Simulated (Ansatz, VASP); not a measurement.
**LiF in VASP and in Ansatz**

INCAR

```
SYSTEM = LiF
PREC     = Accurate       ! precision mode
ENCUT    = 520            ! plane-wave cutoff, eV
EDIFF    = 1E-7           ! SCF threshold, eV
ISMEAR   = 0              ! smearing method
SIGMA    = 0.05           ! smearing width, eV
LREAL    = .False.        ! projectors in reciprocal space
LASPH    = .True.         ! aspherical terms in the spheres
NELM     = 60             ! most SCF steps
ALGO     = Normal         ! electronic algorithm
ISIF     = 2              ! what is computed and relaxed
LWAVE    = .False.        ! write WAVECAR
LCHARG   = .True.         ! write CHGCAR
GGA      = PE             ! functional
LELF     = .True.         ! ELF
LVHAR    = .True.       
NBANDS   = 18             ! bands
```

Contents of KPOINTS:

```
Automatic mesh
0
Gamma
  9 9 6
  0 0 0
```

File POSCAR:

```
LiF
1.0
    3.1259140087      0.0000000000      0.0000000000
   -1.5629570043      2.7071209416      0.0000000000
    0.0000000000      0.0000000000      4.9018781194
Li F
2 2
Direct
    0.3333333333      0.6666666667      0.3708711514
    0.6666666667      0.3333333333      0.8708711514
    0.3333333333      0.6666666667      0.9939266766
    0.6666666667      0.3333333333      0.4939266766
```

Input for Ansatz:

```yaml
crystal:
  lattice:
    - [3.1259140087, 0.0, 0.0]
    - [-1.5629570043, 2.7071209416, 0.0]
    - [0.0, 0.0, 4.9018781194]
  atoms:
    - { symbol: Li, position: [0.3333333333, 0.6666666667, 0.3708711514] }
    - { symbol: Li, position: [0.6666666667, 0.3333333333, 0.8708711514] }
    - { symbol: F, position: [0.3333333333, 0.6666666667, 0.9939266766] }
    - { symbol: F, position: [0.6666666667, 0.3333333333, 0.4939266766] }
basis:
  ecutwfc: 520.0
kpoints:
  mp_grid: { grid: [9, 9, 6] }
hamiltonian:
  xc: pbe
scf:
  occupations: { method: gaussian, width: 0.05 }
output:
  forces: true
  stress: true
  eigenvalues: true
```

Alike in both runs: task single point; functional PBE; k mesh 9 × 9 × 6; occupations gaussian, width 0.05 eV; no spin polarisation.

```csv
,VASP,Ansatz
version,VASP 6.6.1,Ansatz 0.2.0
potentials or method,"VASP PAW PBE potentials, release 64 (Li_sv, F), cutoff 520 eV","scalar-relativistic, plane waves, PAW"
valence electrons in the cell,20,20
```

```csv
,VASP,Ansatz,Ansatz less VASP
gap on the k mesh at the Fermi level (eV),7.64,7.65,+0.011
least direct gap on the mesh (eV),7.64,7.65,+0.011
rms of the force components (eV/Å),0.094,0.089,-0.0047
```

Atom by atom the forces differ by 0.005 eV/Å (rms over components). With one functional, cell and mesh, what is left measures potentials, basis and numerics.

Noted on VASP's run: the cutoff is short for stress, so the pressure is rough.
